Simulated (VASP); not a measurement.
**PbS: relaxation of cell and atoms with r2SCAN+rVV10**

The system is PbS.

```
Pb S
1.0
     2.09767    1.21109    3.42564
    -2.09767    1.21109    3.42564
     0.00000   -2.42218    3.42564
Pb S
1 1
Cartesian
  0.0000 0.0000 10.0526
  0.0000 0.0000 4.9065
```

```yaml
Program: VASP 6.6.1
Task: relaxation of cell and atoms
Functional: r2SCAN
Dispersion: rVV10
Potentials_or_basis: VASP PAW PBE potentials, release 64 (Pb_d, S)
Cutoff: 600 eV
k_mesh: 6 × 6 × 6
Occupations: fermi-dirac, width 0.02 eV
Spin: no spin polarisation
Dipole_correction: no
Further_INCAR_settings: ALGO = Normal; EDIFF = 1e-06; IBRION = 2; EDIFFG = -0.005; NSW = 80; ISIF = 3
```

| Quantity | Value |
| --- | --- |
| Relaxed volume | 26.28 Å³/atom |
| Relaxed cell | a = 4.205 Å, b = 4.205 Å, c = 4.205 Å, α = 60.00°, β = 60.00°, γ = 60.00° |
| Space group after relaxing (to 0.1 Å) | Fm-3m (No. 225) |
| Energy gained by relaxing | 0.2 meV/atom |
| Ionic steps | 3 |
| Pressure after relaxing | 0.0 GPa |
| Band gap on the k mesh | 0.61 eV |

Forces on the atoms (eV/Å):
```
Pb   0.000  0.000 -0.002
S    0.000  0.000  0.002
```

Step by step:
| step | energy change (eV) | largest force (eV/Å) | pressure (GPa) | volume (Å³) |
| --- | --- | --- | --- | --- |
| 1 | 0.0000 | 0.0026 | 0.40 | 52.22 |
| 2 | -0.0004 | 0.0019 | -0.18 | 52.72 |
| 3 | -0.0004 | 0.0022 | -0.01 | 52.56 |

Final structure:
```cif
data_structure
_symmetry_space_group_name_H-M 'P 1'
_symmetry_Int_Tables_number 1
_cell_length_a 4.2047
_cell_length_b 4.2047
_cell_length_c 4.2047
_cell_angle_alpha 59.998
_cell_angle_beta 59.998
_cell_angle_gamma 59.998
_cell_volume 52.56
loop_
_atom_site_label
_atom_site_type_symbol
_atom_site_fract_x
_atom_site_fract_y
_atom_site_fract_z
_atom_site_occupancy
Pb1 Pb 0.97817 0.97817 0.97817 1
S1 S 0.47743 0.47743 0.47743 1
```

Levels at points of the mesh, in eV from the valence-band top:
| k point | band 8 | band 9 | band 10 | band 11 | band 12 | band 13 |
| --- | --- | --- | --- | --- | --- | --- |
| (0.00, 0.00, 0.00) | -2.30 | -2.30 | -2.30 | 5.53 | 5.53 | 5.53 |
| (0.50, 0.00, 0.00) | -1.90 | -1.90 | 0.00 | 0.61 | 2.19 | 2.19 |
| (0.50, 0.50, 0.00) | -5.34 | -3.57 | -3.57 | 4.11 | 5.96 | 6.05 |
| (0.50, 0.50, 0.50) | -1.90 | -1.90 | 0.00 | 0.61 | 2.19 | 2.19 |

Wall time 8.3 min on 1 thread of Intel(R) Xeon(R) Platinum 8259CL CPU @ 2.50GHz (Skylake/Cascade Lake), with other jobs on the host, peak memory 0.41 GiB.

Caveat: the PAW data sets were made with another functional, which shifts forces and pressure a little; spin-orbit coupling is left out, which moves the levels of the heavy elements. A k mesh can miss the band edges.
